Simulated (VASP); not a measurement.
# SiC (R3m) in VASP: single point with HSE06

Aim: the single point of SiC with HSE06.

All numbers are computed with VASP 6.6.1; they aren't measurements. Logs are shortened: lines on timing, memory, paths and dates and some standing lists are left out, and cuts for length are marked.

## Step 1: The cell of the first run

Symmetry: R3m, No. 160, trigonal system. Conventional cell: a = 3.080 Å, b = 3.080 Å, c = 7.095 Å, α = 90.00°, β = 90.00°, γ = 120.00°. Within 2.4 Å of Si (site symmetry 3m) lie 4 C at 1.81 to 1.86 Å. C (site symmetry 3m) has 4 Si at 1.81 to 1.86 Å within 2.4 Å.

## Step 2: Single point, HSE06 (strain along [111] -6.0%)

Contents of POSCAR:

```
SiC
1.0
   -0.0866864835      2.0913658667      2.0913658667
    2.0913658667     -0.0866864835      2.0913658667
    2.0913658667      2.0913658667     -0.0866864835
Si C
1 1
Direct
   -0.0026964242     -0.0026964242     -0.0026964242
    0.2526964242      0.2526964242      0.2526964242
```

Contents of INCAR.step1:

```
SYSTEM = SiC
PREC = Accurate
ENCUT = 520
EDIFF = 1E-5
ISMEAR = 0
SIGMA = 0.01
LREAL = .False.
LASPH = .True.
NELM = 60
ALGO = Normal
ISIF = 2
LWAVE = .True.
LCHARG = .False.
GGA = PE
NBANDS = 11
```

Contents of INCAR.step2:

```
SYSTEM = SiC
PREC = Accurate
ENCUT = 520
EDIFF = 1E-6
ISMEAR = 0
SIGMA = 0.01
LREAL = .False.
LASPH = .True.
NELM = 60
ALGO = Normal
ISIF = 2
LWAVE = .False.
LCHARG = .False.
GGA = PE
LHFCALC = .True.
HFSCREEN = 0.2079
PRECFOCK = Normal
ISTART = 1
NBANDS = 11
```

Contents of KPOINTS:

```
Automatic mesh
0
Gamma
  8 8 8
  0 0 0
```

Potentials or basis: VASP PAW PBE potentials, release 64 (Si, C).

Run with:

```sh
cat potpaw_PBE.64/Si/POTCAR potpaw_PBE.64/C/POTCAR > POTCAR
cp INCAR.step1 INCAR
mpirun -np 1 vasp_std > vasp.out
cp INCAR.step2 INCAR
mpirun -np 1 vasp_std > vasp.out
```

OUTCAR:

```text
SYSTEM = SiC
   PREC = Accurate
   ENCUT = 520
   EDIFF = 1E-6
   ISMEAR = 0
   LREAL = .False.
   LASPH = .True.
   NELM = 60
   ISIF = 2
   GGA = PE
   LHFCALC = .True.
   HFSCREEN = 0.2079
   PRECFOCK = Normal
   ISTART = 1

 ion  position               nearest neighbor table
   1  0.997  0.997  0.997-   2 1.81   2 1.86   2 1.86   2 1.86
   2  0.253  0.253  0.253-   1 1.81   1 1.86   1 1.86   1 1.86

  LATTYP: Found a trigonal (rhomboedric) cell.
 ALAT       =     2.9589080627
 COS(alpha) =     0.4581567277

  Lattice vectors:

 A1 = (  -0.0866864835,   2.0913658667,   2.0913658667)
 A2 = (   2.0913658667,  -0.0866864835,   2.0913658667)
 A3 = (   2.0913658667,   2.0913658667,  -0.0866864835)

Analysis of symmetry for initial positions (statically):
=====================================================================
 Subroutine PRICEL returns:
 Original cell was already a primitive cell.

 Routine SETGRP: Setting up the symmetry group for a
 trigonal (rhombohedral) supercell.

 Subroutine GETGRP returns: Found  6 space group operations
 (whereof  6 operations were pure point group operations)
 out of a pool of 12 trial point group operations.

The static configuration has the point symmetry C_3v.

Analysis of symmetry for dynamics (positions and initial velocities):
=====================================================================
 Subroutine PRICEL returns:
 Original cell was already a primitive cell.

 Routine SETGRP: Setting up the symmetry group for a
 trigonal (rhombohedral) supercell.

 Subroutine GETGRP returns: Found  6 space group operations
 (whereof  6 operations were pure point group operations)
 out of a pool of 12 trial point group operations.

The dynamic configuration has the point symmetry C_3v.

 Subroutine INISYM returns: Found  6 space group operations
 (whereof  6 operations are pure point group operations),
 and found     1 'primitive' translations

----------------------------------------------------------------------------------------

                                     Primitive cell

  volume of cell :      19.4313

  direct lattice vectors                    reciprocal lattice vectors
    -0.086686483  2.091365867  2.091365867    -0.224704549  0.234421238  0.234421238
     2.091365867 -0.086686483  2.091365867     0.234421238 -0.224704549  0.234421238
     2.091365867  2.091365867 -0.086686483     0.234421238  0.234421238 -0.224704549

  length of vectors
     2.958908063  2.958908063  2.958908063     0.400498150  0.400498150  0.400498150

  position of ions in fractional coordinates (direct lattice)
     0.997303576  0.997303576  0.997303576
     0.252696424  0.252696424  0.252696424

  ion indices of the primitive-cell ions
   primitive index   ion index
                 1           1
                 2           2

----------------------------------------------------------------------------------------

 KPOINTS: Automatic mesh

Automatic generation of k-mesh.
 Grid dimensions read from file:
 generate k-points for:    8    8    8

 Generating k-lattice:

  Cartesian coordinates                     Fractional coordinates (reciprocal lattice)
    -0.028088069  0.029302655  0.029302655     0.125000000  0.000000000 -0.000000000
     0.029302655 -0.028088069  0.029302655     0.000000000  0.125000000 -0.000000000
     0.029302655  0.029302655 -0.028088069     0.000000000  0.000000000  0.125000000

  Length of vectors
     0.050062269  0.050062269  0.050062269

  Shift w.r.t. Gamma in fractional coordinates (k-lattice)
     0.000000000  0.000000000  0.000000000

 Subroutine IBZKPT returns following result:
 ===========================================

 Found     65 irreducible k-points:

 Following reciprocal coordinates:
            Coordinates               Weight
  0.000000  0.000000  0.000000      1.000000
  0.125000  0.000000  0.000000      6.000000
  0.250000  0.000000  0.000000      6.000000
  0.375000  0.000000  0.000000      6.000000
  0.500000  0.000000  0.000000      3.000000
  0.125000  0.125000  0.000000      6.000000
[... 16 lines left out ...]
  0.250000  0.125000  0.125000      6.000000
  0.375000  0.125000  0.125000      6.000000
 [... further k-points ...]
   k-points           NKPTS =     65   k-points in BZ     NKDIM =    512   number of bands    NBANDS=     11
   number of dos      NEDOS =    301   number of ions     NIONS =      2
   total plane-waves  NPLWV =  13824
   dimension x,y,z NGX =    24 NGY =   24 NGZ =   24
   dimension x,y,z NGXF=    48 NGYF=   48 NGZF=   48
   ions per type =               1   1
   NGX,Y,Z   is equivalent  to a cutoff of  13.48, 13.48, 13.48 a.u.
   NGXF,Y,Z  is equivalent  to a cutoff of  26.97, 26.97, 26.97 a.u.
 SYSTEM =  SiC
   PREC   = accura    normal or accurate (medium, high low for compatibility)
   ISTART =      1    job   : 0-new  1-cont  2-samecut
   ICHARG =      0    charge: 1-file 2-atom 10-const
   ISPIN  =      1    spin polarized calculation?
   LNONCOLLINEAR =      F non collinear calculations
   LSORBIT =      F    spin-orbit coupling
   LASPH  =      T    aspherical Exc in radial PAW
   ENCUT  =  520.0 eV  38.22 Ry    6.18 a.u.   5.50  5.50  5.50*2*pi/ulx,y,z
   NELM   =     60;   NELMIN=  2; NELMDL=  0     # of ELM steps
   EDIFF  = 0.1E-05   stopping-criterion for ELM
   LREAL  =      F    real-space projection
   EDIFFG = 0.1E-04   stopping-criterion for IOM
   NSW    =      0    number of steps for IOM
   IBRION =     -1    ionic relax: 0-MD 1-quasi-New 2-CG
   NFREE  =      0    steps in history (QN), initial steepest desc. (CG)
   ISIF   =      2    stress and relaxation
   ISYM   =      3    0-nonsym 1-usesym 2-fastsym
   POTIM  = 0.5000    time-step for ionic-motion
   TEBEG  =    0.0;   TEEND  =   0.0 temperature during run
   PSTRESS=    0.0 pullay stress
   NELECT =       8.0000    total number of electrons
   NUPDOWN=      -1.0000    fix difference up-down
   EMIN   =  10.00;   EMAX   =-10.00  energy-range for DOS
   EFERMI =   0.00;   METHOD = LEGACY
   ISMEAR =     0;   SIGMA  =   0.01  broadening in eV -4-tet -1-fermi 0-gaus
   EFERMI_NEDOS =   21; number of points for ismear=-14 and -15
   IALGO  =     38    algorithm
   IMIX   =      1    mixing-type and parameters
     AMIX     =   0.40;   BMIX     =  1.00
     AMIX_MAG =   1.60;   BMIX_MAG =  1.00
  volume/ion in A,a.u.               =       9.72        65.56
  Fermi-wavevector in a.u.,A,eV,Ry     =   1.217880  2.301459 20.180580  1.483231
  Thomas-Fermi vector in A             =   2.353185
   LORBIT       =      0    0 simple, 1 ext, 2 COOP (PROOUT), +10 PAW based schemes
   GGA     = PE    functional components
   LHFCALC =     T    Hartree Fock is set to
   PRECFOCK=normal    Normal, Fast or Accurate (Low or Medium for compatibility)
   ENCUT4O =  -1.0   cutoff for four orbital integrals eV
   NKREDX  =     1    reduce k-point grid by
   NKREDY  =     1    reduce k-point grid by
   NKREDZ  =     1    reduce k-point grid by
   AEXX    =    0.2500 exact exchange contribution
   HFSCREEN=    0.2079 screening length (either q_TF or 0.3 A-1)
   HFSCREENC=   0.2079 screening length for correlation (either q_TF or 0.3 A-1)
   ENCUTFOCK=  -1.0 apply spherical cutoff to Coloumb kernel
   IVDW    =     0    specifies the selected vdW correction
   LEPSILON=     F    determine dielectric tensor
   LRPA    =     F    only Hartree local field effects (RPA)
 non-spin polarized calculation
 Gauss-broadening in eV      SIGMA  =   0.01
  energy-cutoff  :      520.00
  volume of cell :       19.43
 maximum number of plane-waves:       533
 NGX is ok and might be reduce to    24
  NGX = 18; NGY = 18; NGZ = 18

 number of electron       8.0000000 magnetization

 Free energy of the ion-electron system (eV)
  ---------------------------------------------------
  ext. energy  EPLUGINS =         0.00000000
  ---------------------------------------------------
  free energy    TOTEN  =       -17.29152780 eV

  energy without entropy =      -17.29152780  energy(sigma->0) =      -17.29152780

 E-fermi :   8.7138     XC(G=0):  -9.5707

 val. band max:        8.6473740985   @ k =   0.0000   0.0000   0.0000
 cond. band min:      10.2858569512   @ k =   0.5000   0.5000   0.0000
 fundamental gap:      1.6384828527
 Fermi energy:         8.7138372272

 k-point     1 :       0.0000    0.0000    0.0000
  band No.  band energies     occupation
      1      -9.3202      2.00000
      2       7.9873      2.00000
      3       7.9873      2.00000
      4       8.6474      2.00000
      5      15.9042      0.00000
      6      16.8035      0.00000
      7      16.8035      0.00000
      8      18.9291      0.00000
      9      24.7102      0.00000
     10      24.7102      0.00000
     11      27.1669      0.00000

 k-point     2 :       0.1250    0.0000    0.0000
  band No.  band energies     occupation
      1      -8.9826      2.00000
      2       6.3689      2.00000
      3       7.8096      2.00000
      4       8.3573      2.00000
      5      16.3237      0.00000
      6      17.2215      0.00000
      7      17.4540      0.00000
      8      19.1442      0.00000
      9      23.1826      0.00000
     10      23.6668      0.00000
     11      26.4677      0.00000

 k-point     3 :       0.2500    0.0000    0.0000
  band No.  band energies     occupation
      1      -7.9945      2.00000
      2       3.1796      2.00000
      3       7.4478      2.00000
      4       7.8843      2.00000
      5      16.1262      0.00000
      6      17.6104      0.00000
      7      18.2552      0.00000
      8      19.8246      0.00000
      9      22.6838      0.00000
     10      23.9144      0.00000
     11      25.6830      0.00000
[... 267 lines left out ...]
 k-point    23 :       0.2500    0.1250    0.1250
  band No.  band energies     occupation
      1      -8.3573      2.00000
      2       5.2121      2.00000
      3       6.8035      2.00000
      4       7.8616      2.00000
      5      16.4532      0.00000
      6      17.3945      0.00000
      7      17.4200      0.00000
      8      19.4357      0.00000
      9      21.1348      0.00000
     10      24.1543      0.00000
     11      27.9972      0.00000

 k-point    24 :       0.3750    0.1250    0.1250
  band No.  band energies     occupation
      1      -7.1588      2.00000
      2       2.1619      2.00000
      3       6.1744      2.00000
      4       7.4808      2.00000
      5      16.6066      0.00000
      6      17.3114      0.00000
      7      17.7621      0.00000
      8      19.6283      0.00000
      9      21.2932      0.00000
     10      25.9322      0.00000
     11      28.8220      0.00000

 [... further k-points ...]

------------------------ aborting loop because EDIFF is reached ----------------------------------------

  FORCE on cell =-STRESS in cart. coord.  units (eV):
  Direction    XX          YY          ZZ          XY          YZ          ZX
  --------------------------------------------------------------------------------------
  -------------------------------------------------------------------------------------
  Total        1.7533263      1.7533263      1.7533263      1.3778141      1.3778141      1.3778141
  in kB      144.5679249    144.5679249    144.5679249    113.6056207    113.6056207    113.6056207
  external PRESSURE =     144.5679249 kB  Pullay stress =       0.0000000 kB

 VOLUME and BASIS-vectors are now :
 -----------------------------------------------------------------------------
  energy-cutoff  :      520.00
  volume of cell :       19.43
      direct lattice vectors                 reciprocal lattice vectors
    -0.086686483  2.091365867  2.091365867    -0.224704549  0.234421238  0.234421238
     2.091365867 -0.086686483  2.091365867     0.234421238 -0.224704549  0.234421238
     2.091365867  2.091365867 -0.086686483     0.234421238  0.234421238 -0.224704549

 POSITION                                       TOTAL-FORCE (eV/Angst)
 -----------------------------------------------------------------------------------
      4.08500      4.08500      4.08500        -0.008529     -0.008529     -0.008529
      1.03506      1.03506      1.03506         0.008529      0.008529      0.008529
 -----------------------------------------------------------------------------------
    total drift:                                0.000021      0.000021      0.000020

  FREE ENERGIE OF THE ION-ELECTRON SYSTEM (eV)
  ---------------------------------------------------
  free  energy   TOTEN  =       -17.2915278029 eV

  energy  without entropy=      -17.2915278029  energy(sigma->0) =      -17.29152780
```

Run time: 56 min. Hardware: 1 thread of Oxide Virtual Turin-like, shared host; peak memory 0.23 GiB.

Results:

| Item | Value |
| --- | --- |
| Free energy | -17.2915 eV |
| Pressure | 14.5 GPa |
| Largest force | 0.015 eV/Å |
| Band gap on the k mesh | 1.64 eV (least direct gap 5.26 eV) |

Forces in eV/Å, atoms in the order of the input:
```
Si  -0.009 -0.009 -0.009
C    0.009  0.009  0.009
```

Stress tensor (GPa, compression positive):
```
14.46 11.36 11.36
11.36 14.46 11.36
11.36 11.36 14.46
```

Levels at points of the mesh, in eV from the valence-band top:
| k point | band 1 | band 2 | band 3 | band 4 | band 5 | band 6 | band 7 | band 8 |
| --- | --- | --- | --- | --- | --- | --- | --- | --- |
| (0.00, 0.00, 0.00) | -17.97 | -0.66 | -0.66 | 0.00 | 7.26 | 8.16 | 8.16 | 10.28 |
| (0.50, 0.00, 0.00) | -14.02 | -10.26 | -1.60 | -1.29 | 7.03 | 8.20 | 8.91 | 11.67 |
| (0.50, 0.50, 0.00) | -12.23 | -9.19 | -4.47 | -3.62 | 1.64 | 5.29 | 15.83 | 16.19 |
| (0.50, 0.50, 0.50) | -13.37 | -9.91 | -2.05 | -2.05 | 5.89 | 7.67 | 7.67 | 11.02 |

Caveat: the cell differs from its parent crystal (strain along [111] -6.0%); the cell stands under pressure; the PAW data sets were made with another functional, which shifts forces and pressure a little.
